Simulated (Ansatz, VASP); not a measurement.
**Two plane-wave programs on Si8S**

INCAR

```
SYSTEM = Si8S
PREC = Accurate
ENCUT = 520
EDIFF = 1E-6
ISMEAR = 0
SIGMA = 0.05
LREAL = .FALSE.
LASPH = .TRUE.
NELM = 150
ALGO = Normal
ISIF = 2
LWAVE = .FALSE.
LCHARG = .FALSE.
ISPIN = 2
MAGMOM = 0 0 0 0 0 0 0 0 2
LORBIT = 11
LDIPOL = .TRUE.
IDIPOL = 3
DIPOL = 0.5 0.5 0.313
GGA = PE
IVDW = 12
NBANDS = 33
```

The input KPOINTS:

```
Automatic mesh
0
G
  7 4 1
  0 0 0
```

Contents of POSCAR:

```
Si8S
1.0
    3.8155170197      0.0000000000      0.0000000000
    0.0000000000      6.3129357895      0.0000000000
    0.0000000000      0.0000000000     21.2318711397
Si S
8 1
Direct
    0.0000000000      0.9369021388      0.1883960191
    0.0000000000      0.5630978612      0.1883960191
    0.5000000000      0.4369021388      0.2402729771
    0.5000000000      0.0630978612      0.2402729771
    0.5000000000      0.9332664454      0.3446595292
    0.5000000000      0.5667335546      0.3446595292
    0.0000000000      0.4266292815      0.3877129380
    0.0000000000      0.0733707185      0.3877129380
    0.0000000000      0.9266292815      0.4913307485
```

Input for Ansatz:

```yaml
crystal:
  lattice:
    - [3.8155170197, 0.0, 0.0]
    - [0.0, 6.3129357895, 0.0]
    - [0.0, 0.0, 21.2318711397]
  atoms:
    - { symbol: Si, position: [0.0, 0.9369021388, 0.1883960191] }
    - { symbol: Si, position: [0.0, 0.5630978612, 0.1883960191] }
    - { symbol: Si, position: [0.5, 0.4369021388, 0.2402729771] }
    - { symbol: Si, position: [0.5, 0.0630978612, 0.2402729771] }
    - { symbol: Si, position: [0.5, 0.9332664454, 0.3446595292] }
    - { symbol: Si, position: [0.5, 0.5667335546, 0.3446595292] }
    - { symbol: Si, position: [0.0, 0.4266292815, 0.387712938] }
    - { symbol: Si, position: [0.0, 0.0733707185, 0.387712938] }
    - { symbol: S, position: [0.0, 0.9266292815, 0.4913307485], spin: 2.0 }
basis:
  ecutwfc: 420
kpoints:
  mp_grid: { grid: [7, 4, 1] }
hamiltonian:
  xc: pbe
  pseudopotentials: { kind: paw, azcp: { folder: soft_1 } }
  dispersion: d3bj
scf:
  occupations: { method: gaussian, width: 0.05 }
output:
  forces: true
  eigenvalues: true
  populations: true
magnetization:
  spin_polarized: true
efield:
  axis: 3
  dipole_correction: true
  ramp_width: 0.04
```

Alike in both runs: task single point; functional PBE; dispersion D3(BJ); k mesh 7 × 4 × 1; occupations gaussian, width 0.05 eV; collinear spin.

```csv
,VASP,Ansatz
version,VASP 6.6.1,Ansatz 0.2.0
potentials or method,"VASP PAW PBE potentials, release 64 (Si, S), cutoff 520 eV","scalar-relativistic, plane waves, PAW"
valence electrons in the cell,38,38
```

Ansatz gave:

* gap on the k mesh at the Fermi level (eV): none
* rms of the force components (eV/Å): 0.904
* net moment per atom (μB): 0.03
* size of the moment on the site where the two differ most (μB): 0.18

Question: What did VASP give for the same quantities?

Answer: gap on the k mesh at the Fermi level (eV): none; rms of the force components (eV/Å): 0.907; net moment per atom (μB): 0.03; size of the moment on the site where the two differ most (μB): 0.18.

Site moments also hang on the region over which each program counts them. Atom by atom the forces differ by 0.005 eV/Å (rms over components). A gap of «none» marks a metal or a gap that the smearing closes.
